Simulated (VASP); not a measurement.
# Ag5SeS4Cl2 (Amm2) in VASP: single point with LDA

Aim: the single point of Ag5SeS4Cl2 with LDA.

Everything below comes from runs of VASP 6.6.1. Logs are shortened: lines on timing, memory, paths and dates and some standing lists are left out, and cuts for length are marked.

## (1) The cell of the first run

It takes space group Amm2 (No. 38, orthorhombic). Conventional cell: a = 7.596 Å, b = 11.425 Å, c = 6.416 Å, α = 90.00°, β = 90.00°, γ = 90.00°. Cl (site symmetry m) has 5 Ag at 2.58 to 3.36 Å within 3.4 Å. Within 3.4 Å of Ag (site symmetry 1) lie 3 S at 2.44 to 2.88 Å and 2 Cl at 2.58 to 3.36 Å and 1 Ag at 3.29 Å. Ag (site symmetry mm2) has 2 S at 2.49 Å and 2 Cl at 2.69 Å within 3.3 Å. S (site symmetry m) has 4 Ag at 2.44 to 2.88 Å and 1 Se at 2.46 Å within 3.2 Å. Within 3.1 Å of S (site symmetry m) lie 1 Se at 2.32 Å and 3 Ag at 2.49 to 2.51 Å. Within 3.1 Å of Se (site symmetry mm2) lie 4 S at 2.32 to 2.46 Å.

## (2) Single point, LDA

Input file INCAR:

```
  PREC = Accurate
  ENCUT = 520
  EDIFF = 1E-6
  ISMEAR = 1
  SIGMA = 0.0572
  LREAL = False
  LASPH = True
  NELM = 60
  ALGO = Normal
  ISIF = 2
  LWAVE = False
  LCHARG = True
  GGA = CA
  LELF = True
  LVHAR = True
  NBANDS = 62
```

Input file KPOINTS:

```
Automatic mesh
0
Gamma
  3 4 4
```

Input file POSCAR:

```
Ag5SeS4Cl2
1.0
   -7.5964000000      0.0000000000      0.0000000000
    0.0000000000     -0.0000002808      6.4162870000
    0.0000000000      5.7124228596      3.2081437500
Cl Ag S Se
2 5 4 1
Direct
    0.5000000000      0.2581742077      0.6813201037
    0.5000000000      0.9394943113      0.3186798963
    0.7833929055      0.7008271674      0.3599912052
    0.2166070945      0.0608183726      0.6400087948
    0.2166070945      0.7008271674      0.3599912052
    0.7833929055      0.0608183726      0.6400087948
    0.5000000000      0.4069128490      0.0000000000
    0.0000000000      0.0690721656      0.3615494115
    0.0000000000      0.4306215772      0.6384505885
    0.7475147969      0.6602301130      0.0000000000
    0.2524852031      0.6602301130      0.0000000000
    0.0000000000      0.4581635833      0.0000000000
```

Potentials or basis: VASP PAW LDA potentials, release 64 (Cl, Ag, S, Se).

On the command line:

```bash
$ cat potpaw_LDA.64/Cl/POTCAR potpaw_LDA.64/Ag/POTCAR potpaw_LDA.64/S/POTCAR potpaw_LDA.64/Se/POTCAR > POTCAR
$ mpirun -np 1 vasp_std > vasp.out
```

OUTCAR:

```text
PREC = Accurate
   ENCUT = 520
   EDIFF = 1E-6
   ISMEAR = 1
   LREAL = False
   LASPH = True
   NELM = 60
   ISIF = 2
   GGA = CA

 ion  position               nearest neighbor table
   1  0.500  0.258  0.681-   4 2.58   6 2.58   7 2.69
   2  0.500  0.939  0.319-   3 2.58   5 2.58   7 2.69
   3  0.783  0.701  0.360-   9 2.44  10 2.51   2 2.58   8 2.88   5 3.29   6 3.58   6 3.58
   4  0.217  0.061  0.640-   8 2.44  11 2.51   1 2.58   9 2.88   6 3.29   5 3.58   5 3.58
   5  0.217  0.701  0.360-   9 2.44  11 2.51   2 2.58   8 2.88   3 3.29   4 3.58   4 3.58
   6  0.783  0.061  0.640-   8 2.44  10 2.51   1 2.58   9 2.88   4 3.29   3 3.58   3 3.58
   7  0.500  0.407  0.000-  10 2.49  11 2.49   1 2.69   2 2.69
   8  0.000  0.069  0.362-   4 2.44   6 2.44  12 2.46   3 2.88   5 2.88
   9  0.000  0.431  0.638-   3 2.44   5 2.44  12 2.46   6 2.88   4 2.88
  10  0.748  0.660  0.000-  12 2.32   7 2.49   6 2.51   3 2.51
  11  0.252  0.660  0.000-  12 2.32   7 2.49   4 2.51   5 2.51
  12  0.000  0.458  0.000-  10 2.32  11 2.32   9 2.46   8 2.46

  LATTYP: Found a base centered orthorhombic cell.
 ALAT       =     6.4162870000
 B/A-ratio  =     1.7806008366
 C/A-ratio  =     1.1839245969

  Lattice vectors:

 A1 = (   0.0000000000,  -5.7124231404,   3.2081432500)
 A2 = (   0.0000000000,   5.7124228596,   3.2081437500)
 A3 = (  -7.5964000000,   0.0000000000,   0.0000000000)

Analysis of symmetry for initial positions (statically):
=====================================================================
 Subroutine PRICEL returns:
 Original cell was already a primitive cell.

 Routine SETGRP: Setting up the symmetry group for a
 base centered orthorhombic supercell.

 Subroutine GETGRP returns: Found  4 space group operations
 (whereof  4 operations were pure point group operations)
 out of a pool of  8 trial point group operations.

The static configuration has the point symmetry C_2v.

Analysis of symmetry for dynamics (positions and initial velocities):
=====================================================================
 Subroutine PRICEL returns:
 Original cell was already a primitive cell.

 Routine SETGRP: Setting up the symmetry group for a
 base centered orthorhombic supercell.

 Subroutine GETGRP returns: Found  4 space group operations
 (whereof  4 operations were pure point group operations)
 out of a pool of  8 trial point group operations.

The dynamic configuration has the point symmetry C_2v.

 Subroutine INISYM returns: Found  4 space group operations
 (whereof  4 operations are pure point group operations),
 and found     1 'primitive' translations

----------------------------------------------------------------------------------------

                                     Primitive cell

  volume of cell :     278.4274

  direct lattice vectors                    reciprocal lattice vectors
    -7.596400000  0.000000000  0.000000000    -0.131641304  0.000000000  0.000000000
     0.000000000 -0.000000281  6.416287000     0.000000000 -0.087528539  0.155853374
     0.000000000  5.712422860  3.208143750     0.000000000  0.175057064  0.000000008

  length of vectors
     7.596400000  6.416287000  6.551638058     0.131641304  0.178749879  0.175057064

  position of ions in fractional coordinates (direct lattice)
     0.500000000  0.258174208  0.681320104
     0.500000000  0.939494311  0.318679896
     0.783392906  0.700827167  0.359991205
     0.216607094  0.060818373  0.640008795
     0.216607094  0.700827167  0.359991205
     0.783392906  0.060818373  0.640008795
     0.500000000  0.406912849  1.000000000
     0.000000000  0.069072166  0.361549412
     0.000000000  0.430621577  0.638450588
     0.747514797  0.660230113  1.000000000
     0.252485203  0.660230113  1.000000000
     0.000000000  0.458163583  1.000000000

  ion indices of the primitive-cell ions
   primitive index   ion index
                 1           1
                 2           2
                 3           3
                 4           4
                 5           5
                 6           6
                 7           7
                 8           8
                 9           9
                10          10
                11          11
                12          12

----------------------------------------------------------------------------------------

 KPOINTS: Automatic mesh

Automatic generation of k-mesh.
 Grid dimensions read from file:
 generate k-points for:    3    4    4

 Generating k-lattice:

  Cartesian coordinates                     Fractional coordinates (reciprocal lattice)
    -0.043880435  0.000000000  0.000000000     0.333333333  0.000000000  0.000000000
     0.000000000 -0.021882135  0.038963343     0.000000000  0.250000000  0.000000000
     0.000000000  0.043764266  0.000000002     0.000000000 -0.000000000  0.250000000

  Length of vectors
     0.043880435  0.044687470  0.043764266

  Shift w.r.t. Gamma in fractional coordinates (k-lattice)
     0.000000000  0.000000000  0.000000000

 Subroutine IBZKPT returns following result:
 ===========================================

 Found     14 irreducible k-points:

 Following reciprocal coordinates:
            Coordinates               Weight
  0.000000  0.000000  0.000000      1.000000
  0.333333  0.000000  0.000000      2.000000
  0.000000  0.250000 -0.000000      4.000000
  0.333333  0.250000 -0.000000      8.000000
  0.000000  0.500000 -0.000000      2.000000
  0.333333  0.500000 -0.000000      4.000000
  0.000000 -0.000000  0.250000      2.000000
  0.333333 -0.000000  0.250000      4.000000
  0.000000  0.500000  0.250000      2.000000
  0.333333  0.500000  0.250000      4.000000
  0.000000 -0.250000  0.250000      4.000000
  0.333333 -0.250000  0.250000      8.000000
  0.000000 -0.000000  0.500000      1.000000
  0.333333 -0.000000  0.500000      2.000000
   k-points           NKPTS =     14   k-points in BZ     NKDIM =     14   number of bands    NBANDS=     62
   number of dos      NEDOS =    301   number of ions     NIONS =     12
   total plane-waves  NPLWV = 134400
   dimension x,y,z NGX =    56 NGY =   48 NGZ =   50
   dimension x,y,z NGXF=   112 NGYF=   96 NGZF=  100
   ions per type =               2   5   4   1
   NGX,Y,Z   is equivalent  to a cutoff of  12.26, 12.44, 12.69 a.u.
   NGXF,Y,Z  is equivalent  to a cutoff of  24.51, 24.87, 25.37 a.u.
 SYSTEM =  unknown system
   PREC   = accura    normal or accurate (medium, high low for compatibility)
   ISTART =      0    job   : 0-new  1-cont  2-samecut
   ICHARG =      2    charge: 1-file 2-atom 10-const
   ISPIN  =      1    spin polarized calculation?
   LNONCOLLINEAR =      F non collinear calculations
   LSORBIT =      F    spin-orbit coupling
   LASPH  =      T    aspherical Exc in radial PAW
   ENCUT  =  520.0 eV  38.22 Ry    6.18 a.u.  14.12 11.93 12.18*2*pi/ulx,y,z
   NELM   =     60;   NELMIN=  2; NELMDL= -5     # of ELM steps
   EDIFF  = 0.1E-05   stopping-criterion for ELM
   LREAL  =      F    real-space projection
   EDIFFG = 0.1E-04   stopping-criterion for IOM
   NSW    =      0    number of steps for IOM
   IBRION =     -1    ionic relax: 0-MD 1-quasi-New 2-CG
   NFREE  =      0    steps in history (QN), initial steepest desc. (CG)
   ISIF   =      2    stress and relaxation
   ISYM   =      2    0-nonsym 1-usesym 2-fastsym
   POTIM  = 0.5000    time-step for ionic-motion
   TEBEG  =    0.0;   TEEND  =   0.0 temperature during run
   PSTRESS=    0.0 pullay stress
   NELECT =      99.0000    total number of electrons
   NUPDOWN=      -1.0000    fix difference up-down
   EMIN   =  10.00;   EMAX   =-10.00  energy-range for DOS
   EFERMI =   0.00;   METHOD = LEGACY
   ISMEAR =     1;   SIGMA  =   0.06  broadening in eV -4-tet -1-fermi 0-gaus
   EFERMI_NEDOS =   21; number of points for ismear=-14 and -15
   IALGO  =     38    algorithm
   IMIX   =      4    mixing-type and parameters
     AMIX     =   0.40;   BMIX     =  1.00
     AMIX_MAG =   1.60;   BMIX_MAG =  1.00
  volume/ion in A,a.u.               =      23.20       156.58
  Fermi-wavevector in a.u.,A,eV,Ry     =   1.159799  2.191702 18.301642  1.345133
  Thomas-Fermi vector in A             =   2.296388
   LORBIT       =      0    0 simple, 1 ext, 2 COOP (PROOUT), +10 PAW based schemes
   GGA     = CA    functional components
   LHFCALC =     F    Hartree Fock is set to
   AEXX    =    0.0000 exact exchange contribution
   IVDW    =     0    specifies the selected vdW correction
   LEPSILON=     F    determine dielectric tensor
   LRPA    =     F    only Hartree local field effects (RPA)
 non-spin polarized calculation
 Methfessel and Paxton  Order N= 1 SIGMA  =   0.06
  energy-cutoff  :      520.00
  volume of cell :      278.43
 maximum number of plane-waves:      7515
   NGX = 29   NGY = 23   NGZ = 25

 number of electron      98.9999988 magnetization

 Free energy of the ion-electron system (eV)
  ---------------------------------------------------
  ext. energy  EPLUGINS =         0.00000000
  ---------------------------------------------------
  free energy    TOTEN  =       -46.34671851 eV

  energy without entropy =      -46.34648482  energy(sigma->0) =      -46.34664062

 E-fermi :   3.4823     XC(G=0):  -9.8453

 val. band max:        3.4652132804   @ k =   0.3333   0.2500  -0.0000
 cond. band min:       3.5237572440   @ k =   0.3333   0.5000   0.2500
 fundamental gap:      0.0585439636
 Fermi energy:         3.4823266993

 k-point     1 :       0.0000    0.0000    0.0000
  band No.  band energies     occupation
      1     -12.3956      2.00000
      2     -11.2162      2.00000
      3     -10.9693      2.00000
      4      -9.4785      2.00000
      5      -9.2628      2.00000
      6      -8.9228      2.00000
[... 885 lines left out ...]
     60       8.5413      0.00000
     61       9.0436      0.00000
 [bands above 61 left out]

------------------------ aborting loop because EDIFF is reached ----------------------------------------

  FORCE on cell =-STRESS in cart. coord.  units (eV):
  Direction    XX          YY          ZZ          XY          YZ          ZX
  --------------------------------------------------------------------------------------
  -------------------------------------------------------------------------------------
  Total       -9.7639939     -6.4834293     -9.6220339      0.0000000      0.0000001      0.0000000
  in kB      -56.1857415    -37.3081228    -55.3688494      0.0000000      0.0000008      0.0000000
  external PRESSURE =     -49.6209045 kB  Pullay stress =       0.0000000 kB

 VOLUME and BASIS-vectors are now :
 -----------------------------------------------------------------------------
  energy-cutoff  :      520.00
  volume of cell :      278.43
      direct lattice vectors                 reciprocal lattice vectors
    -7.596400000  0.000000000  0.000000000    -0.131641304  0.000000000  0.000000000
     0.000000000 -0.000000281  6.416287000     0.000000000 -0.087528539  0.155853374
     0.000000000  5.712422860  3.208143750     0.000000000  0.175057064  0.000000008

 POSITION                                       TOTAL-FORCE (eV/Angst)
 -----------------------------------------------------------------------------------
     -3.79820      3.89199      3.84229         0.000000     -0.001935     -0.000152
     -3.79820      1.82043      7.05044         0.000000      0.001935     -0.000152
     -5.95097      2.05642      5.65161         0.007111      0.000897      0.008985
     -1.64543      3.65600      2.44347        -0.007111     -0.000897      0.008985
     -1.64543      2.05642      5.65161        -0.007111      0.000897      0.008985
     -5.95097      3.65600      2.44347         0.007111     -0.000897      0.008985
     -3.79820     -0.00000      2.61087         0.000000      0.000000     -0.018910
      0.00000      2.06532      1.60309         0.000000     -0.021052      0.000005
      0.00000      3.64710      4.81123         0.000000      0.021052      0.000005
     -5.67842     -0.00000      4.23623        -0.026311      0.000000     -0.011516
     -1.91798     -0.00000      4.23623         0.026311      0.000000     -0.011516
      0.00000     -0.00000      2.93971         0.000000     -0.000000      0.006295
 -----------------------------------------------------------------------------------
    total drift:                               -0.000000     -0.000009     -0.000177

  FREE ENERGIE OF THE ION-ELECTRON SYSTEM (eV)
  ---------------------------------------------------
  free  energy   TOTEN  =       -46.3467185138 eV

  energy  without entropy=      -46.3464848217  energy(sigma->0) =      -46.34664062
```

It took 1.7 min on 1 thread of Intel Xeon 6975P-C (Granite Rapids), shared host; peak memory 0.41 GiB.

Results:

| Item | Value |
| --- | --- |
| Free energy | -46.3467 eV |
| Pressure | -5.0 GPa |
| Largest force | 0.029 eV/Å |
| Band gap on the k mesh | zero (an odd number of electrons rules out a gap without spin polarisation) |

Forces on the atoms (eV/Å):
```
Cl   0.000 -0.002  0.000
Cl   0.000  0.002  0.000
Ag   0.007  0.001  0.009
Ag  -0.007 -0.001  0.009
Ag  -0.007  0.001  0.009
Ag   0.007 -0.001  0.009
Ag   0.000  0.000 -0.019
S    0.000 -0.021  0.000
S    0.000  0.021  0.000
S   -0.026  0.000 -0.012
S    0.026  0.000 -0.012
Se   0.000  0.000  0.006
```

Stress tensor (GPa, compression positive):
```
-5.62  0.00  0.00
 0.00 -3.73  0.00
 0.00  0.00 -5.54
```

Levels at points of the mesh, in eV from the Fermi level:
| k point | band 48 | band 49 | band 50 | band 51 | band 52 | band 53 |
| --- | --- | --- | --- | --- | --- | --- |
| (0.00, 0.00, 0.00) | -0.52 | -0.48 | -0.29 | 1.05 | 1.38 | 1.73 |
| (0.00, 0.50, 0.00) | -0.79 | -0.45 | -0.07 | 1.06 | 1.50 | 2.07 |
| (0.00, 0.00, 0.50) | -0.54 | -0.19 | -0.07 | 0.96 | 1.44 | 2.03 |

Caveat: the cell stands under tension; an odd number of electrons without spin polarisation forces a metal; a magnetic or distorted state may lie lower.

The gap in the log of VASP goes by the Fermi energy; the results here count the filled bands.